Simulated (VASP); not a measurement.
Os, 2 atoms in the cell. Symmetry: P6_3/mmc, No. 194, hexagonal system. Conventional cell: a = 2.713 Å, b = 2.713 Å, c = 4.295 Å, α = 90.00°, β = 90.00°, γ = 120.00°. Within 3.5 Å of Os (site symmetry -6m2) lie 12 Os at 2.66 to 2.71 Å. 

| Quantity | Value |
| --- | --- |
| Program | VASP 6.6.1 |
| Task | single point |
| Functional | LDA |
| Potentials or basis | VASP PAW LDA potentials, release 64 (Os) |
| Cutoff | 520 eV |
| k mesh | 9 × 9 × 6 |
| Occupations | gaussian, width 0.1 eV |
| Spin | no spin polarisation |
| Dipole correction | no |
| Further INCAR settings | ALGO = Fast; EDIFF = 1e-06; NBANDS = 15 |

Potentials or basis: VASP PAW LDA potentials, release 64 (Os).

Launch:

```bash
$ cat potpaw_LDA.64/Os/POTCAR > POTCAR
$ mpirun -np 1 vasp_std > vasp.out
```

Hardware: 1 thread of Intel Xeon 8259CL, with other jobs on the host.

**Question.** Estimate the wall time of this run.

**Answer.** It took 26 s on 1 thread of Intel Xeon 8259CL (shared host), peak memory 0.14 GiB. Counts: scf iterations 14, k points 48.
